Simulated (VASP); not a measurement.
A run of VASP 6.6.1 is set up as follows.

INCAR

```
ALGO = Normal
EDIFF = 1E-6
ENCUT = 520
GGA = PE
ISIF = 2
ISMEAR = 0
LASPH = T
LCHARG = F
LREAL = F
LWAVE = F
NBANDS = 25
NELM = 60
PREC = Accurate
SIGMA = 0.1
```

File KPOINTS:

```
k-points
0
Gamma
  6 6 2
```

Contents of POSCAR:

```
ScAl2Sb2As
1.0
    4.4306081200      0.0000000000      0.0000000000
   -2.2153040600      3.8370191900      0.0000000000
    0.0000000000      0.0000000000      9.1693669200
Sc Al Sb As
1 2 2 1
Direct
    0.0000000000      0.0000000000      0.0000000000
    0.0000000000      0.0000000000      0.6962650200
    0.0000000000      0.0000000000      0.3037349800
    0.3333333300      0.6666666700      0.5000000000
    0.6666666700      0.3333333300      0.5000000000
    0.0000000000      0.0000000000      0.5000000000
```

Potentials or basis: VASP PAW PBE potentials, release 64 (Sc_sv, Al, Sb, As).

Command:

```bash
$ cat potpaw_PBE.64/Sc_sv/POTCAR potpaw_PBE.64/Al/POTCAR potpaw_PBE.64/Sb/POTCAR potpaw_PBE.64/As/POTCAR > POTCAR
$ mpirun -np 1 vasp_std > vasp.out
```

(1) Estimate the band gap on the k mesh.

(2) What does it give for the pressure?

Answers

(1) zero (bands 16 and 17 overlap by 0.33 eV).

(2) 49.5 GPa.

Caveat: the cell stands under pressure; spin-orbit coupling is left out, which moves the levels of the heavy elements; forces of over 1 eV/Å act on the atoms, so gaps and moduli don't describe the material at rest.
